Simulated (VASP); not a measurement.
# ZnO (P4_2/mnm) in VASP: a series of runs

Runs on ZnO. Level: PBE. Tasks: single point, relaxation of cell and atoms.

Everything below comes from runs of VASP 6.6.1. Logs are shortened: lines on timing, memory, paths and dates and some standing lists are left out, and cuts for length are marked.

### 1 The cell of the first run

It takes space group P4_2/mnm (No. 136, tetragonal). Conventional cell: a = 5.830 Å, b = 5.830 Å, c = 3.338 Å, α = 90.00°, β = 90.00°, γ = 90.00°. Zn (site symmetry m2m) has 4 O at 2.03 to 2.10 Å within 2.7 Å. O (site symmetry m2m) has 4 Zn at 2.03 to 2.10 Å within 2.7 Å.

### 2 Single point, PBE (14.18 Å³/atom)

Contents of INCAR:

```
SYSTEM = ZnO
ALGO = Normal
EDIFF = 1E-7
ENCUT = 520
GGA = PE
ISIF = 2
ISMEAR = 0
LASPH = .True.
LCHARG = .False.
LREAL = .False.
LWAVE = .False.
NBANDS = 46
NELM = 80
PREC = Accurate
SIGMA = 0.02
```

Contents of KPOINTS:

```
k-points
0
Gamma
  6 6 8
  0 0 0
```

Contents of POSCAR:

```
ZnO
1.0
    5.8301695981      0.0000000000      0.0000000000
    0.0000000000      5.8301695981      0.0000000000
    0.0000000000      0.0000000000      3.3377452028
Zn O
4 4
Direct
    0.1801431249      0.1801431249      0.5000000000
    0.8198568751      0.8198568751      0.5000000000
    0.6801431249      0.3198568751      0.0000000000
    0.3198568751      0.6801431249      0.0000000000
    0.8201722287      0.1798277713      0.5000000000
    0.1798277713      0.8201722287      0.5000000000
    0.6798277713      0.6798277713      0.0000000000
    0.3201722287      0.3201722287      0.0000000000
```

Potentials or basis: VASP PAW PBE potentials, release 64 (Zn, O).

Run with:

```console
$ cat potpaw_PBE.64/Zn/POTCAR potpaw_PBE.64/O/POTCAR > POTCAR
$ mpirun -np 1 vasp_std > vasp.out
```

OUTCAR:

```text
SYSTEM = ZnO
   EDIFF = 1E-7
   ENCUT = 520
   GGA = PE
   ISIF = 2
   ISMEAR = 0
   LASPH = .True.
   LREAL = .False.
   NELM = 80
   PREC = Accurate

 ion  position               nearest neighbor table
   1  0.180  0.180  0.500-   8 2.03   8 2.03   5 2.10   6 2.10   2 2.97
   2  0.820  0.820  0.500-   7 2.03   7 2.03   5 2.10   6 2.10   1 2.97
   3  0.680  0.320  0.000-   5 2.03   5 2.03   8 2.10   7 2.10   4 2.97
   4  0.320  0.680  0.000-   6 2.03   6 2.03   8 2.10   7 2.10   3 2.97
   5  0.820  0.180  0.500-   3 2.03   3 2.03   1 2.10   2 2.10
   6  0.180  0.820  0.500-   4 2.03   4 2.03   1 2.10   2 2.10
   7  0.680  0.680  0.000-   2 2.03   2 2.03   4 2.10   3 2.10
   8  0.320  0.320  0.000-   1 2.03   1 2.03   4 2.10   3 2.10

  LATTYP: Found a simple tetragonal cell.
 ALAT       =     5.8301695981
 C/A-ratio  =     0.5724953874

  Lattice vectors:

 A1 = (   5.8301695981,   0.0000000000,   0.0000000000)
 A2 = (   0.0000000000,   5.8301695981,   0.0000000000)
 A3 = (   0.0000000000,   0.0000000000,   3.3377452028)

Analysis of symmetry for initial positions (statically):
=====================================================================
 Subroutine PRICEL returns:
 Original cell was already a primitive cell.

 Routine SETGRP: Setting up the symmetry group for a
 simple tetragonal supercell.

 Subroutine GETGRP returns: Found 16 space group operations
 (whereof  8 operations were pure point group operations)
 out of a pool of 16 trial point group operations.

The static configuration has the point symmetry D_2h.
 The point group associated with its full space group is D_4h.

Analysis of symmetry for dynamics (positions and initial velocities):
=====================================================================
 Subroutine PRICEL returns:
 Original cell was already a primitive cell.

 Routine SETGRP: Setting up the symmetry group for a
 simple tetragonal supercell.

 Subroutine GETGRP returns: Found 16 space group operations
 (whereof  8 operations were pure point group operations)
 out of a pool of 16 trial point group operations.

The dynamic configuration has the point symmetry D_2h.
 The point group associated with its full space group is D_4h.

 Subroutine INISYM returns: Found 16 space group operations
 (whereof  8 operations are pure point group operations),
 and found     1 'primitive' translations

----------------------------------------------------------------------------------------

                                     Primitive cell

  volume of cell :     113.4529

  direct lattice vectors                    reciprocal lattice vectors
     5.830169598  0.000000000  0.000000000     0.171521597  0.000000000  0.000000000
     0.000000000  5.830169598  0.000000000     0.000000000  0.171521597  0.000000000
     0.000000000  0.000000000  3.337745203     0.000000000  0.000000000  0.299603457

  length of vectors
     5.830169598  5.830169598  3.337745203     0.171521597  0.171521597  0.299603457

  position of ions in fractional coordinates (direct lattice)
     0.180143125  0.180143125  0.500000000
     0.819856875  0.819856875  0.500000000
     0.680143125  0.319856875  0.000000000
     0.319856875  0.680143125  0.000000000
     0.820172229  0.179827771  0.500000000
     0.179827771  0.820172229  0.500000000
     0.679827771  0.679827771  0.000000000
     0.320172229  0.320172229  0.000000000

  ion indices of the primitive-cell ions
   primitive index   ion index
                 1           1
                 2           2
                 3           3
                 4           4
                 5           5
                 6           6
                 7           7
                 8           8

----------------------------------------------------------------------------------------

 KPOINTS: k-points

Automatic generation of k-mesh.
 Grid dimensions read from file:
 generate k-points for:    6    6    8

 Generating k-lattice:

  Cartesian coordinates                     Fractional coordinates (reciprocal lattice)
     0.028586933  0.000000000  0.000000000     0.166666667  0.000000000  0.000000000
     0.000000000  0.028586933  0.000000000     0.000000000  0.166666667  0.000000000
     0.000000000  0.000000000  0.037450432     0.000000000  0.000000000  0.125000000

  Length of vectors
     0.028586933  0.028586933  0.037450432

  Shift w.r.t. Gamma in fractional coordinates (k-lattice)
     0.000000000  0.000000000  0.000000000

 Subroutine IBZKPT returns following result:
 ===========================================

 Found     50 irreducible k-points:

 Following reciprocal coordinates:
            Coordinates               Weight
  0.000000  0.000000  0.000000      1.000000
  0.166667  0.000000  0.000000      4.000000
  0.333333  0.000000  0.000000      4.000000
  0.500000  0.000000  0.000000      2.000000
  0.166667  0.166667  0.000000      4.000000
  0.333333  0.166667  0.000000      8.000000
[... 16 lines left out ...]
  0.333333  0.000000  0.250000      8.000000
  0.500000  0.000000  0.250000      4.000000
 [... further k-points ...]
   k-points           NKPTS =     50   k-points in BZ     NKDIM =     50   number of bands    NBANDS=     46
   number of dos      NEDOS =    301   number of ions     NIONS =      8
   total plane-waves  NPLWV =  64512
   dimension x,y,z NGX =    48 NGY =   48 NGZ =   28
   dimension x,y,z NGXF=    96 NGYF=   96 NGZF=   56
   ions per type =               4   4
   NGX,Y,Z   is equivalent  to a cutoff of  13.69, 13.69, 13.95 a.u.
   NGXF,Y,Z  is equivalent  to a cutoff of  27.37, 27.37, 27.89 a.u.
 SYSTEM =  ZnO
   PREC   = accura    normal or accurate (medium, high low for compatibility)
   ISTART =      0    job   : 0-new  1-cont  2-samecut
   ICHARG =      2    charge: 1-file 2-atom 10-const
   ISPIN  =      1    spin polarized calculation?
   LNONCOLLINEAR =      F non collinear calculations
   LSORBIT =      F    spin-orbit coupling
   LASPH  =      T    aspherical Exc in radial PAW
   ENCUT  =  520.0 eV  38.22 Ry    6.18 a.u.  10.84 10.84  6.21*2*pi/ulx,y,z
   NELM   =     80;   NELMIN=  2; NELMDL= -5     # of ELM steps
   EDIFF  = 0.1E-06   stopping-criterion for ELM
   LREAL  =      F    real-space projection
   EDIFFG = 0.1E-05   stopping-criterion for IOM
   NSW    =      0    number of steps for IOM
   IBRION =     -1    ionic relax: 0-MD 1-quasi-New 2-CG
   NFREE  =      0    steps in history (QN), initial steepest desc. (CG)
   ISIF   =      2    stress and relaxation
   ISYM   =      2    0-nonsym 1-usesym 2-fastsym
   POTIM  = 0.5000    time-step for ionic-motion
   TEBEG  =    0.0;   TEEND  =   0.0 temperature during run
   PSTRESS=    0.0 pullay stress
   NELECT =      72.0000    total number of electrons
   NUPDOWN=      -1.0000    fix difference up-down
   EMIN   =  10.00;   EMAX   =-10.00  energy-range for DOS
   EFERMI =   0.00;   METHOD = LEGACY
   ISMEAR =     0;   SIGMA  =   0.02  broadening in eV -4-tet -1-fermi 0-gaus
   EFERMI_NEDOS =   21; number of points for ismear=-14 and -15
   IALGO  =     38    algorithm
   IMIX   =      4    mixing-type and parameters
     AMIX     =   0.40;   BMIX     =  1.00
     AMIX_MAG =   1.60;   BMIX_MAG =  1.00
  volume/ion in A,a.u.               =      14.18        95.70
  Fermi-wavevector in a.u.,A,eV,Ry     =   1.406848  2.658557 26.928936  1.979221
  Thomas-Fermi vector in A             =   2.529167
   LORBIT       =      0    0 simple, 1 ext, 2 COOP (PROOUT), +10 PAW based schemes
   GGA     = PE    functional components
   LHFCALC =     F    Hartree Fock is set to
   AEXX    =    0.0000 exact exchange contribution
   IVDW    =     0    specifies the selected vdW correction
   LEPSILON=     F    determine dielectric tensor
   LRPA    =     F    only Hartree local field effects (RPA)
 non-spin polarized calculation
 Gauss-broadening in eV      SIGMA  =   0.02
  energy-cutoff  :      520.00
  volume of cell :      113.45
 maximum number of plane-waves:      3097
 NGX is ok and might be reduce to    48
   NGX = 21   NGY = 21   NGZ = 13

 number of electron      72.0000013 magnetization

 Free energy of the ion-electron system (eV)
  ---------------------------------------------------
  ext. energy  EPLUGINS =         0.00000000
  ---------------------------------------------------
  free energy    TOTEN  =       -35.26992810 eV

  energy without entropy =      -35.26992810  energy(sigma->0) =      -35.26992810

 E-fermi :   0.0507     XC(G=0):  -9.9275

 val. band max:       -0.0571595808   @ k =   0.0000   0.0000   0.0000
 cond. band min:       0.5519631206   @ k =   0.0000   0.0000   0.0000
 fundamental gap:      0.6091227015
 Fermi energy:         0.0507180909

 k-point     1 :       0.0000    0.0000    0.0000
  band No.  band energies     occupation
      1     -17.2530      2.00000
      2     -16.7197      2.00000
      3     -16.7197      2.00000
      4     -16.6691      2.00000
      5      -5.6124      2.00000
      6      -5.5532      2.00000
[... 38 lines left out ...]
     45       9.4882      0.00000
     46      11.7903      0.00000

 k-point     2 :       0.1667    0.0000    0.0000
  band No.  band energies     occupation
      1     -17.2249      2.00000
      2     -16.7874      2.00000
      3     -16.7093      2.00000
      4     -16.6409      2.00000
      5      -5.6191      2.00000
      6      -5.5636      2.00000
[... 38 lines left out ...]
     45       9.9754      0.00000
     46      11.4035      0.00000

 k-point     3 :       0.3333    0.0000    0.0000
  band No.  band energies     occupation
      1     -17.1459      2.00000
      2     -16.9035      2.00000
      3     -16.6826      2.00000
      4     -16.6330      2.00000
      5      -5.6248      2.00000
      6      -5.5879      2.00000
[... 1018 lines left out ...]
     45       9.0091      0.00000
     46       9.4274      0.00000

 k-point    24 :       0.5000    0.0000    0.2500
  band No.  band energies     occupation
      1     -16.9035      2.00000
      2     -16.9035      2.00000
      3     -16.5952      2.00000
      4     -16.5952      2.00000
      5      -5.5219      2.00000
      6      -5.5219      2.00000
[... 38 lines left out ...]
     45       9.0675      0.00000
     46       9.0675      0.00000

 [... further k-points ...]

------------------------ aborting loop because EDIFF is reached ----------------------------------------

  FORCE on cell =-STRESS in cart. coord.  units (eV):
  Direction    XX          YY          ZZ          XY          YZ          ZX
  --------------------------------------------------------------------------------------
  -------------------------------------------------------------------------------------
  Total       -6.1528898     -6.1528898     -6.0151964     -0.0000000      0.0000000      0.0000000
  in kB      -86.8908729    -86.8908729    -84.9463726     -0.0000000      0.0000000      0.0000000
  external PRESSURE =     -86.2427061 kB  Pullay stress =       0.0000000 kB

 VOLUME and BASIS-vectors are now :
 -----------------------------------------------------------------------------
  energy-cutoff  :      520.00
  volume of cell :      113.45
      direct lattice vectors                 reciprocal lattice vectors
     5.830169598  0.000000000  0.000000000     0.171521597  0.000000000  0.000000000
     0.000000000  5.830169598  0.000000000     0.000000000  0.171521597  0.000000000
     0.000000000  0.000000000  3.337745203     0.000000000  0.000000000  0.299603457

 POSITION                                       TOTAL-FORCE (eV/Angst)
 -----------------------------------------------------------------------------------
      1.05026      1.05026      1.66887        -0.005774     -0.005774      0.000000
      4.77990      4.77990      1.66887         0.005774      0.005774     -0.000000
      3.96535      1.86482      0.00000        -0.005774      0.005774     -0.000000
      1.86482      3.96535      0.00000         0.005774     -0.005774      0.000000
      4.78174      1.04843      1.66887         0.008940     -0.008940     -0.000000
      1.04843      4.78174      1.66887        -0.008940      0.008940      0.000000
      3.96351      3.96351      0.00000        -0.008940     -0.008940     -0.000000
      1.86666      1.86666      0.00000         0.008940      0.008940      0.000000
 -----------------------------------------------------------------------------------
    total drift:                                0.000000     -0.000000      0.000000

  FREE ENERGIE OF THE ION-ELECTRON SYSTEM (eV)
  ---------------------------------------------------
  free  energy   TOTEN  =       -35.2699280989 eV

  energy  without entropy=      -35.2699280989  energy(sigma->0) =      -35.26992810
```

It took 3.6 min on 1 thread of Intel Xeon Platinum 8559C (Emerald Rapids), shared host; peak memory 0.36 GiB.

What came out:

```yaml
Free_energy: -35.2699 eV
Pressure: -8.6 GPa
Largest_force: 0.013 eV/Å
Band_gap_on_the_k_mesh: 0.61 eV
```

Forces in eV/Å, atoms in the order of the input:
```
Zn  -0.006 -0.006  0.000
Zn   0.006  0.006  0.000
Zn  -0.006  0.006  0.000
Zn   0.006 -0.006  0.000
O    0.009 -0.009  0.000
O   -0.009  0.009  0.000
O   -0.009 -0.009  0.000
O    0.009  0.009  0.000
```

Levels at points of the mesh, in eV from the valence-band top:
| k point | band 33 | band 34 | band 35 | band 36 | band 37 | band 38 | band 39 | band 40 |
| --- | --- | --- | --- | --- | --- | --- | --- | --- |
| (0.00, 0.00, 0.00) | -0.34 | -0.19 | -0.19 | 0.00 | 0.61 | 4.75 | 4.75 | 6.87 |
| (0.50, 0.00, 0.00) | -0.49 | -0.49 | -0.33 | -0.33 | 2.90 | 2.90 | 5.72 | 5.72 |
| (0.50, 0.50, 0.00) | -0.73 | -0.73 | -0.67 | -0.67 | 3.86 | 3.86 | 4.43 | 4.43 |
| (0.00, 0.00, 0.50) | -1.46 | -1.46 | -1.16 | -1.16 | 5.39 | 5.39 | 7.36 | 7.36 |
| (0.50, 0.00, 0.50) | -1.27 | -1.27 | -0.89 | -0.89 | 5.43 | 5.43 | 6.62 | 6.62 |
| (0.50, 0.50, 0.50) | -1.17 | -1.17 | -1.10 | -1.10 | 5.39 | 5.39 | 5.56 | 5.56 |

Caveat: the cell stands under tension.

### 3 Relaxation of cell and atoms, PBE

This run uses another cell than the first one, of 12.40 Å³/atom.

Contents of INCAR:

```
SYSTEM = ZnO
PREC     = Accurate       ! precision mode
ENCUT    = 600            ! plane-wave cutoff, eV
EDIFF    = 1E-6           ! SCF threshold, eV
ISMEAR   = 0              ! smearing method
SIGMA    = 0.1            ! smearing width, eV
LREAL    = .False.        ! projectors in reciprocal space
LASPH    = .True.         ! aspherical terms in the spheres
NELM     = 100            ! most SCF steps
ALGO     = Normal         ! electronic algorithm
ISIF     = 3              ! what is computed and relaxed
LWAVE    = .False.        ! write WAVECAR
LCHARG   = .False.        ! write CHGCAR
GGA      = PE             ! functional
IBRION   = 2              ! ionic algorithm
NSW      = 90             ! ionic steps
EDIFFG   = -0.04          ! ionic threshold
```

Contents of KPOINTS:

```
regular mesh
0
Gamma
  4 4 6
  0 0 0
```

Contents of POSCAR:

```
ZnO
1.0
    5.5175700200      0.0000000000      0.0000000000
    0.0000000000      5.5175700200      0.0000000000
    0.0000000000      0.0000000000      3.2587788100
Zn O
4 4
Direct
    0.1819728400      0.1819728400      0.5000000000
    0.8180271600      0.8180271600      0.5000000000
    0.6819728400      0.3180271600      0.0000000000
    0.3180271600      0.6819728400      0.0000000000
    0.8172472300      0.1827527700      0.5000000000
    0.1827527700      0.8172472300      0.5000000000
    0.6827527700      0.6827527700      0.0000000000
    0.3172472300      0.3172472300      0.0000000000
```

Potentials or basis: VASP PAW PBE potentials, release 64 (Zn, O).

Run with:

```console
$ cat potpaw_PBE.64/Zn/POTCAR potpaw_PBE.64/O/POTCAR > POTCAR
$ mpirun -np 1 vasp_std > vasp.out
```

It took 3.5 min on 1 thread of Intel Xeon Platinum 8559C (Emerald Rapids), shared host; peak memory 0.3 GiB.

The run converged. Its results:

```
Free energy                           : -35.5353 eV
Relaxed volume                        : 12.95 Å³/atom
Relaxed cell                          : a = 5.595 Å, b = 5.595 Å, c = 3.308 Å, α = 90.00°, β = 90.00°, γ = 90.00°
Space group after relaxing (to 0.1 Å) : P4_2/mnm (No. 136)
Energy gained by relaxing             : 9.6 meV/atom
Ionic steps                           : 3
Pressure after relaxing               : 0.1 GPa
Largest force after relaxing          : 0.022 eV/Å
Band gap on the k mesh                : 0.76 eV
```

Forces in eV/Å, atoms in the order of the input:
```
Zn  -0.003 -0.003  0.000
Zn   0.003  0.003  0.000
Zn  -0.003  0.003  0.000
Zn   0.003 -0.003  0.000
O    0.016 -0.016  0.000
O   -0.016  0.016  0.000
O   -0.016 -0.016  0.000
O    0.016  0.016  0.000
```

Stress tensor (GPa, compression positive):
```
 0.28  0.00  0.00
 0.00  0.28  0.00
 0.00  0.00 -0.38
```

Step by step:
```
step  energy change (eV)  largest force (eV/Å)  pressure (GPa)  volume (Å³)
   1              0.0000                0.0353            5.87        99.21
   2             -0.0582                0.0365           -2.42       105.88
   3             -0.0770                0.0221            0.06       103.58
```

Final structure:
```xyz
8
Lattice="5.5954 0.0000 0.0000 0.0000 5.5954 0.0000 0.0000 0.0000 3.3082" Properties=species:S:1:pos:R:3 pbc="T T T"
Zn    1.0190    1.0190    1.6541
Zn    4.5764    4.5764    1.6541
Zn    3.8167    1.7787    0.0000
Zn    1.7787    3.8167    0.0000
O     4.5727    1.0228    1.6541
O     1.0228    4.5727    1.6541
O     3.8205    3.8205    0.0000
O     1.7750    1.7750    0.0000
```

Levels at points of the mesh, in eV from the valence-band top:
```
           k point  band 32  band 33  band 34  band 35  band 36  band 37  band 38  band 39  band 40  band 41
(0.00, 0.00, 0.00)    -0.82    -0.41    -0.14    -0.14     0.00     0.76     5.10     5.10     6.83     7.31
(0.50, 0.00, 0.00)    -1.49    -0.44    -0.44    -0.40    -0.40     3.14     3.14     6.00     6.00     8.05
(0.50, 0.50, 0.00)    -1.05    -0.82    -0.82    -0.69    -0.69     4.18     4.18     4.62     4.62     8.43
(0.00, 0.00, 0.50)    -1.68    -1.67    -1.67    -1.22    -1.22     5.70     5.70     7.98     7.98     7.98
(0.50, 0.00, 0.50)    -1.74    -1.44    -1.44    -0.96    -0.96     5.81     5.81     6.75     6.75     7.70
(0.50, 0.50, 0.50)    -1.31    -1.24    -1.24    -1.22    -1.22     5.56     5.56     5.84     5.84     7.70
```
